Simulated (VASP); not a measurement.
# HfO2 (P-3m1) in VASP: notebook

The runs below take HfO2 through single point, relaxation of cell and atoms, with PBE+D3(BJ).

Program: VASP 6.6.1. These are calculated values, not measurements. Logs are shortened: lines on timing, memory, paths and dates and some standing lists are left out, and cuts for length are marked.

### 1 The cell of the first run

It takes space group P-3m1 (No. 164, trigonal). The conventional cell has a = 3.239 Å, b = 3.239 Å, c = 4.665 Å, α = 90.00°, β = 90.00°, γ = 120.00°. Hf (site symmetry -3m) has 6 O at 2.11 Å within 2.8 Å. O (site symmetry 3m) has 3 Hf at 2.11 Å and 3 O at 2.70 Å within 2.8 Å.

### 2 Single point, PBE+D3(BJ)

Contents of INCAR:

```
SYSTEM = HfO2
ALGO = Normal ; EDIFF = 1E-6
ENCUT = 520 ; GGA = PE
ISIF = 2 ; ISMEAR = 0
IVDW = 12 ; LASPH = .True.
LCHARG = .True. ; LELF = .True.
LREAL = .False. ; LVHAR = .True.
LWAVE = .False. ; NBANDS = 18
NELM = 100 ; PREC = Accurate
SIGMA = 0.02
```

Contents of KPOINTS:

```
k-points
0
Gamma
  12 12 6
  0 0 0
```

Contents of POSCAR:

```
HfO2
1.0
    3.2392936730      0.0000000000      0.0000000000
   -1.6196468365      2.8053106111      0.0000000000
    0.0000000000      0.0000000000      4.6648604535
Hf O
1 2
Direct
    0.0000000000      0.0000000000      0.0000000000
    0.6666666667      0.3333333333      0.7916554110
    0.3333333333      0.6666666667      0.2083445890
```

Potentials or basis: VASP PAW PBE potentials, release 64 (Hf_pv, O).

On the command line:

```console
> cat potpaw_PBE.64/Hf_pv/POTCAR potpaw_PBE.64/O/POTCAR > POTCAR
> mpirun -np 1 vasp_std > vasp.out
```

OUTCAR:

```text
SYSTEM = HfO2
   EDIFF = 1E-6
   ENCUT = 520
   GGA = PE
   ISIF = 2
   ISMEAR = 0
   IVDW = 12
   LASPH = .True.
   LREAL = .False.
   NELM = 100
   PREC = Accurate
 IVDW          = 12

 ion  position               nearest neighbor table
   1  0.000  0.000  0.000-   2 2.11   3 2.11   3 2.11   2 2.11   2 2.11   3 2.11
   2  0.667  0.333  0.792-   1 2.11   1 2.11   1 2.11
   3  0.333  0.667  0.208-   1 2.11   1 2.11   1 2.11

  LATTYP: Found a hexagonal cell.
 ALAT       =     3.2392936730
 C/A-ratio  =     1.4400856867

  Lattice vectors:

 A1 = (   3.2392936730,   0.0000000000,   0.0000000000)
 A2 = (  -1.6196468365,   2.8053106111,   0.0000000000)
 A3 = (   0.0000000000,   0.0000000000,   4.6648604535)

Analysis of symmetry for initial positions (statically):
=====================================================================
 Subroutine PRICEL returns:
 Original cell was already a primitive cell.

 Routine SETGRP: Setting up the symmetry group for a
 hexagonal supercell.

 Subroutine GETGRP returns: Found 12 space group operations
 (whereof 12 operations were pure point group operations)
 out of a pool of 24 trial point group operations.

The static configuration has the point symmetry D_3d.

Analysis of symmetry for dynamics (positions and initial velocities):
=====================================================================
 Subroutine PRICEL returns:
 Original cell was already a primitive cell.

 Routine SETGRP: Setting up the symmetry group for a
 hexagonal supercell.

 Subroutine GETGRP returns: Found 12 space group operations
 (whereof 12 operations were pure point group operations)
 out of a pool of 24 trial point group operations.

The dynamic configuration has the point symmetry D_3d.

 Subroutine INISYM returns: Found 12 space group operations
 (whereof 12 operations are pure point group operations),
 and found     1 'primitive' translations

----------------------------------------------------------------------------------------

                                     Primitive cell

  volume of cell :      42.3906

  direct lattice vectors                    reciprocal lattice vectors
     3.239293673  0.000000000  0.000000000     0.308709275  0.178233383  0.000000000
    -1.619646837  2.805310611  0.000000000     0.000000000  0.356466766  0.000000000
[... 85 lines left out ...]
   ENCUT  =  520.0 eV  38.22 Ry    6.18 a.u.   6.02  6.02  8.67*2*pi/ulx,y,z
   NELM   =    100;   NELMIN=  2; NELMDL= -5     # of ELM steps
   EDIFF  = 0.1E-05   stopping-criterion for ELM
   LREAL  =      F    real-space projection
   EDIFFG = 0.1E-04   stopping-criterion for IOM
   NSW    =      0    number of steps for IOM
   IBRION =     -1    ionic relax: 0-MD 1-quasi-New 2-CG
   NFREE  =      0    steps in history (QN), initial steepest desc. (CG)
   ISIF   =      2    stress and relaxation
   ISYM   =      2    0-nonsym 1-usesym 2-fastsym
   POTIM  = 0.5000    time-step for ionic-motion
   TEBEG  =    0.0;   TEEND  =   0.0 temperature during run
   PSTRESS=    0.0 pullay stress
   NELECT =      22.0000    total number of electrons
   NUPDOWN=      -1.0000    fix difference up-down
   EMIN   =  10.00;   EMAX   =-10.00  energy-range for DOS
   EFERMI =   0.00;   METHOD = LEGACY
   ISMEAR =     0;   SIGMA  =   0.02  broadening in eV -4-tet -1-fermi 0-gaus
   EFERMI_NEDOS =   21; number of points for ismear=-14 and -15
   IALGO  =     38    algorithm
   IMIX   =      4    mixing-type and parameters
     AMIX     =   0.40;   BMIX     =  1.00
     AMIX_MAG =   1.60;   BMIX_MAG =  1.00
  volume/ion in A,a.u.               =      14.13        95.36
  Fermi-wavevector in a.u.,A,eV,Ry     =   1.315606  2.486134 23.549213  1.730818
  Thomas-Fermi vector in A             =   2.445777
   LORBIT       =      0    0 simple, 1 ext, 2 COOP (PROOUT), +10 PAW based schemes
   GGA     = PE    functional components
   LHFCALC =     F    Hartree Fock is set to
   AEXX    =    0.0000 exact exchange contribution
   IVDW    =    12    specifies the selected vdW correction
   LEPSILON=     F    determine dielectric tensor
   LRPA    =     F    only Hartree local field effects (RPA)
 non-spin polarized calculation
 Gauss-broadening in eV      SIGMA  =   0.02
  energy-cutoff  :      520.00
  volume of cell :       42.39
 maximum number of plane-waves:      1156
   NGX = 13   NGY = 13   NGZ = 17

 number of electron      22.0000012 magnetization

 Free energy of the ion-electron system (eV)
  ---------------------------------------------------
  ext. energy  EPLUGINS =         0.00000000
  ---------------------------------------------------
  free energy    TOTEN  =       -29.79993386 eV

  energy without entropy =      -29.79993386  energy(sigma->0) =      -29.79993386

 E-fermi :   1.0448     XC(G=0): -10.0856

 val. band max:        0.8277467852   @ k =   0.1667   0.0833   0.0000
 cond. band min:       5.3430337355   @ k =   0.5000   0.0000   0.0000
 fundamental gap:      4.5152869503
 Fermi energy:         1.0448401657

 k-point     1 :       0.0000    0.0000    0.0000
  band No.  band energies     occupation
      1     -28.3555      2.00000
      2     -27.8817      2.00000
      3     -27.8817      2.00000
      4     -16.4228      2.00000
      5     -14.4313      2.00000
      6      -2.9141      2.00000
[... 481 lines left out ...]
      5     -14.7098      2.00000
      6      -2.8281      2.00000
[... 10 lines left out ...]
     17      11.3714      0.00000
     18      12.8821      0.00000

 [... further k-points ...]

------------------------ aborting loop because EDIFF is reached ----------------------------------------

 Edisp (eV)   -0.54564

 E8    (eV) :    -0.2381

  FORCE on cell =-STRESS in cart. coord.  units (eV):
  Direction    XX          YY          ZZ          XY          YZ          ZX
  --------------------------------------------------------------------------------------
  -------------------------------------------------------------------------------------
  Total      -0.75277    -0.75277    -0.43139     0.00000    -0.00000     0.00000
  in kB     -28.45145   -28.45145   -16.30472     0.00000    -0.00000     0.00000
  external pressure =      -24.40 kB  Pullay stress =        0.00 kB

 VOLUME and BASIS-vectors are now :
 -----------------------------------------------------------------------------
  energy-cutoff  :      520.00
  volume of cell :       42.39
      direct lattice vectors                 reciprocal lattice vectors
     3.239293673  0.000000000  0.000000000     0.308709275  0.178233383  0.000000000
    -1.619646837  2.805310611  0.000000000     0.000000000  0.356466766  0.000000000
     0.000000000  0.000000000  4.664860454     0.000000000  0.000000000  0.214368685

 POSITION                                       TOTAL-FORCE (eV/Angst)
 -----------------------------------------------------------------------------------
      0.00000      0.00000      0.00000        -0.000000      0.000000      0.000000
      1.61965      0.93510      3.69296         0.000000      0.000000      0.202092
     -0.00000      1.87021      0.97190        -0.000000     -0.000000     -0.202092
 -----------------------------------------------------------------------------------
    total drift:                               -0.000000      0.000000     -0.000000

  FREE ENERGIE OF THE ION-ELECTRON SYSTEM (eV)
  ---------------------------------------------------
  free  energy   TOTEN  =       -30.3455742325 eV

  energy  without entropy=      -30.3455742325  energy(sigma->0) =      -30.34557423
```

OSZICAR:

```text
N       E                     dE             d eps       ncg     rms          rms(c)
DAV:   1     0.103305652922E+03    0.10331E+03   -0.12439E+04  3600   0.117E+03
DAV:   2    -0.300122769356E+02   -0.13332E+03   -0.12958E+03  4606   0.287E+02
DAV:   3    -0.351926285529E+02   -0.51804E+01   -0.51616E+01  4472   0.514E+01
DAV:   4    -0.352302982603E+02   -0.37670E-01   -0.37658E-01  4542   0.489E+00
DAV:   5    -0.352306813740E+02   -0.38311E-03   -0.38310E-03  4302   0.446E-01    0.554E+01
DAV:   6    -0.299883590617E+02    0.52423E+01   -0.21579E+01  3650   0.327E+01    0.469E+01
DAV:   7    -0.298334318937E+02    0.15493E+00   -0.11473E+00  3948   0.833E+00    0.295E+01
DAV:   8    -0.298162380229E+02    0.17194E-01   -0.24490E-01  3854   0.441E+00    0.856E+00
DAV:   9    -0.297991278463E+02    0.17110E-01   -0.39252E-02  3758   0.176E+00    0.308E+00
DAV:  10    -0.297998271808E+02   -0.69933E-03   -0.25449E-03  4608   0.380E-01    0.193E-01
DAV:  11    -0.297998847834E+02   -0.57603E-04   -0.10967E-04  4194   0.886E-02    0.377E-02
DAV:  12    -0.297999334429E+02   -0.48660E-04   -0.51421E-05  3752   0.468E-02    0.136E-02
DAV:  13    -0.297999338627E+02   -0.41971E-06   -0.88060E-07  3846   0.745E-03
   1 F= -.30345574E+02 E0= -.30345574E+02  d E =-.105896E-54
```

stdout:

```text
POSCAR found type information on POSCAR HfO
 POSCAR found :  2 types and       3 ions
 scaLAPACK will be used
 LDA part: xc-table for (Slater+PW92), standard interpolation
 POSCAR, INCAR and KPOINTS ok, starting setup
 FFT: planning ... GRIDC
 FFT: planning ... GRID_SOFT
 FFT: planning ... GRID
 WAVECAR not read
 entering main loop
```

Run time: 78 s. Hardware: 1 thread of Intel Xeon 8259CL, shared host; peak memory 0.22 GiB.

What came out:

```
Free energy                : -30.3456 eV
Pressure                   : -2.4 GPa
Largest force              : 0.202 eV/Å
Band gap on the k mesh     : 4.52 eV (least direct gap 4.88 eV)
Dispersion energy per atom : -0.182 eV
```

Forces in eV/Å, atoms in the order of the input:
```
Hf   0.000  0.000  0.000
O    0.000  0.000  0.202
O    0.000  0.000 -0.202
```

Caveat: spin-orbit coupling is left out, which moves the levels of the heavy elements.

### 3 Relaxation of cell and atoms, PBE+D3(BJ)

Contents of INCAR:

```
SYSTEM = HfO2
ALGO = Normal
EDIFF = 1E-6
EDIFFG = -0.01
ENCUT = 600
GGA = PE
IBRION = 2
ISIF = 3
ISMEAR = 0
IVDW = 12
LASPH = .True.
LCHARG = .False.
LREAL = .False.
LWAVE = .False.
NELM = 100
NSW = 80
PREC = Accurate
SIGMA = 0.02
```

KPOINTS is that of step 2.

Contents of POSCAR:

```
HfO2
1.0
    3.2401081350      0.0000000000      0.0000000000
   -1.6200540675      2.8060159559      0.0000000000
    0.0000000000      0.0000000000      4.6681540886
Hf O
1 2
Direct
    0.0000000000      0.0000000000      0.0000000000
    0.6666666667      0.3333333333      0.7917909293
    0.3333333333      0.6666666667      0.2082090707
```

Potentials or basis: VASP PAW PBE potentials, release 64 (Hf_pv, O).

On the command line:

```console
> cat potpaw_PBE.64/Hf_pv/POTCAR potpaw_PBE.64/O/POTCAR > POTCAR
> mpirun -np 1 vasp_std > vasp.out
```

It took 14 min on 1 thread of Intel Xeon 8259CL, shared host; peak memory 0.27 GiB.

The run converged. Its results:

- Free energy: -30.3556 eV
- Relaxed volume: 13.86 Å³/atom
- Relaxed cell: a = 3.226 Å, b = 3.226 Å, c = 4.615 Å, α = 90.00°, β = 90.00°, γ = 120.00°
- Space group after relaxing (to 0.1 Å): P-3m1 (No. 164)
- Energy gained by relaxing: 1.9 meV/atom
- Ionic steps: 17
- Pressure after relaxing: 0.0 GPa
- Band gap on the k mesh: 4.56 eV (least direct gap 4.94 eV)
- Dispersion energy per atom: -0.186 eV

Forces in eV/Å, atoms in the order of the input:
```
Hf   0.000  0.000  0.000
O    0.000  0.000  0.002
O    0.000  0.000 -0.002
```

The path:
```csv
step,energy change (eV),largest force (eV/Å),pressure (GPa),volume (Å³)
1,0.0000,0.2111,-2.75,42.44
2,0.0166,0.4835,5.75,40.97
3,-0.0053,0.0052,-0.02,41.95
4,-0.0052,0.0011,-0.11,41.96
5,-0.0053,0.0067,-0.16,41.94
6,-0.0054,0.0219,-0.14,41.87
7,-0.0054,0.0265,-0.05,41.83
8,-0.0055,0.0401,0.22,41.72
9,-0.0055,0.0376,0.26,41.71
10,-0.0055,0.0330,0.26,41.68
11,-0.0056,0.0229,0.27,41.61
12,-0.0055,0.0017,0.32,41.49
13,-0.0056,0.0126,0.32,41.56
14,-0.0056,0.0025,0.11,41.58
15,-0.0056,0.0129,-0.01,41.59
16,-0.0056,0.0095,-0.02,41.59
17,-0.0056,0.0025,-0.02,41.59
```

Final structure:
```cif
data_structure
_symmetry_space_group_name_H-M 'P 1'
_symmetry_Int_Tables_number 1
_cell_length_a 3.2257
_cell_length_b 3.2257
_cell_length_c 4.6150
_cell_angle_alpha 90.000
_cell_angle_beta 90.000
_cell_angle_gamma 120.000
_cell_volume 41.59
loop_
_atom_site_label
_atom_site_type_symbol
_atom_site_fract_x
_atom_site_fract_y
_atom_site_fract_z
_atom_site_occupancy
Hf1 Hf 0.00000 0.00000 0.00000 1
O1 O 0.66667 0.33333 0.79071 1
O2 O 0.33333 0.66667 0.20929 1
```

Levels at points of the mesh, in eV from the valence-band top:
| k point | band 8 | band 9 | band 10 | band 11 | band 12 | band 13 | band 14 | band 15 |
| --- | --- | --- | --- | --- | --- | --- | --- | --- |
| (0.00, 0.00, 0.00) | -3.74 | -0.32 | -0.32 | -0.08 | 5.14 | 5.14 | 5.26 | 7.89 |
| (0.50, 0.00, 0.00) | -1.66 | -1.58 | -1.15 | -0.89 | 4.56 | 5.89 | 7.17 | 10.02 |
| (0.00, 0.00, 0.50) | -2.91 | -1.40 | -0.40 | -0.40 | 5.05 | 5.05 | 6.23 | 8.75 |
| (0.50, 0.00, 0.50) | -2.17 | -1.24 | -1.00 | -0.20 | 5.00 | 6.25 | 7.14 | 9.72 |

Caveat: spin-orbit coupling is left out, which moves the levels of the heavy elements. A k mesh can miss the band edges.
